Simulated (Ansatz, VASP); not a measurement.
**Two plane-wave programs on Ba3Si**

Contents of INCAR:

```
SYSTEM = Ba3Si
  PREC = Accurate
  ENCUT = 520
  EDIFF = 1E-6
  ISMEAR = 0
  SIGMA = 0.05
  LREAL = .False.
  LASPH = .True.
  NELM = 60
  ALGO = Normal
  ISIF = 2
  LWAVE = .False.
  LCHARG = .True.
  GGA = PE
  LELF = .True.
  LVHAR = .True.
  NBANDS = 25
```

KPOINTS

```
Automatic mesh
0
Gamma
  6 6 6
  0 0 0
```

The input POSCAR:

```
Ba3Si
1.0
    5.5061457431      0.0000000000      0.0000000000
    0.0000000000      5.5061457431      0.0000000000
    0.0000000000      0.0000000000      5.5061457431
Ba Si
3 1
Direct
    0.0000000000      0.5000000000      0.5000000000
    0.5000000000      0.5000000000      0.0000000000
    0.5000000000      0.0000000000      0.5000000000
    0.0000000000      0.0000000000      0.0000000000
```

Input for Ansatz:

```yaml
crystal:
  lattice:
    - [5.5061457431, 0.0, 0.0]
    - [0.0, 5.5061457431, 0.0]
    - [0.0, 0.0, 5.5061457431]
  atoms:
    - { symbol: Ba, position: [0.0, 0.5, 0.5] }
    - { symbol: Ba, position: [0.5, 0.5, 0.0] }
    - { symbol: Ba, position: [0.5, 0.0, 0.5] }
    - { symbol: Si, position: [0.0, 0.0, 0.0] }
basis:
  ecutwfc: 420
  ecutrho_ratio: 4
kpoints:
  mp_grid: { grid: [6, 6, 6] }
hamiltonian:
  xc: pbe
scf:
  occupations: { method: gaussian, width: 0.05 }
output:
  forces: true
  stress: true
  eigenvalues: true
```

Alike in both runs: task single point; functional PBE; k mesh 6 × 6 × 6; occupations gaussian, width 0.05 eV; no spin polarisation.

|  | VASP | Ansatz |
| --- | --- | --- |
| version | VASP 6.6.1 | Ansatz 0.2.0 |
| potentials or method | VASP PAW PBE potentials, release 64 (Ba_sv, Si), cutoff 520 eV | scalar-relativistic, plane waves, PAW |
| valence electrons in the cell | 34 | 34 |

```tsv
	VASP	Ansatz	Ansatz less VASP
gap on the k mesh at the Fermi level (eV)	none	none	-
pressure (GPa)	-0.7	-1.0	-0.30
```

A gap of «none» marks a metal or a gap that the smearing closes.

Spin-orbit coupling is off throughout.
